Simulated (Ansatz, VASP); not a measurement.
## One calculation of PbS, two programs

POSCAR

```
PbS
1.0
    4.0481878949      0.0000000000      0.0000000000
   -2.0240939474      3.5058335563      0.0000000000
    0.0000000000      0.0000000000      3.7841695152
Pb S
1 1
Direct
    0.0000000000      0.0000000000      0.0000000000
    0.6666666667      0.3333333333      0.5000000000
```

INCAR.step1

```
PREC     = Accurate       # precision mode
ENCUT    = 520            # plane-wave cutoff, eV
ISMEAR   = -5             # smearing method
SIGMA    = 0.1            # smearing width, eV
LREAL    = F              # projectors in reciprocal space
LASPH    = T              # aspherical terms in the spheres
NELM     = 60             # most SCF steps
NBANDS   = 17             # bands
GGA      = PE             # functional
ALGO     = Normal         # electronic algorithm
EDIFF    = 1E-4           # SCF threshold, eV
LWAVE    = T              # write WAVECAR
LCHARG   = F              # write CHGCAR
```

The input INCAR.step2:

```
PREC     = Accurate       # precision mode
ENCUT    = 520            # plane-wave cutoff, eV
EDIFF    = 1E-6           # SCF threshold, eV
ISMEAR   = -5             # smearing method
SIGMA    = 0.1            # smearing width, eV
LREAL    = F              # projectors in reciprocal space
LASPH    = T              # aspherical terms in the spheres
NELM     = 60             # most SCF steps
ALGO     = Normal         # electronic algorithm
ISIF     = 2              # what is computed and relaxed
LWAVE    = F              # write WAVECAR
LCHARG   = F              # write CHGCAR
METAGGA  = R2SCAN         # meta-GGA
LMIXTAU  = T            
NBANDS   = 17             # bands
ISTART   = 1
```

KPOINTS

```
regular mesh
0
Gamma
  10 10 10
```

Input for Ansatz:

```yaml
crystal:
  lattice:
    - [4.048187894914, -2.886767576527e-11, 0.0]
    - [-2.024093947432, 3.505833556302, 0.0]
    - [0.0, 0.0, 3.7841695152]
  atoms:
    - { symbol: Pb, position: [-3.700743415525e-17, 0.0, 0.0] }
    - { symbol: S, position: [0.6666666666667, 0.3333333333333, 0.5] }
basis:
  ecutwfc: 500
  ecutrho_ratio: 4
kpoints:
  mp_grid: { grid: [10, 10, 10] }
hamiltonian:
  xc: r2scan
scf:
  occupations: { method: tetrahedron }
output:
  forces: true
  stress: true
```

Alike in both runs: task single point; functional r2SCAN; k mesh 10 × 10 × 10; occupations tetrahedron; no spin polarisation.

|  | VASP | Ansatz |
| --- | --- | --- |
| version | VASP 6.6.1 | Ansatz 0.2.0 |
| potentials or method | VASP PAW PBE potentials, release 64 (Pb_d, S), cutoff 520 eV | scalar-relativistic, plane waves, PAW |
| valence electrons in the cell | 20 | 20 |

|  | VASP | Ansatz | Ansatz less VASP |
| --- | --- | --- | --- |
| gap on the k mesh at the Fermi level (eV) | none | none | - |
| pressure (GPa) | 0.1 | 0.1 | +0.01 |
| traceless stress, the component that is largest in VASP (GPa) | -0.12 | -0.12 | -0.008 |

VASP's potentials were made for PBE, not for r2SCAN. A gap of «none» marks a metal or a gap that the smearing closes. Ansatz's warnings: band table not solved further, tetrahedron derivatives may miss energy slope.

Neither program's run includes spin-orbit coupling.
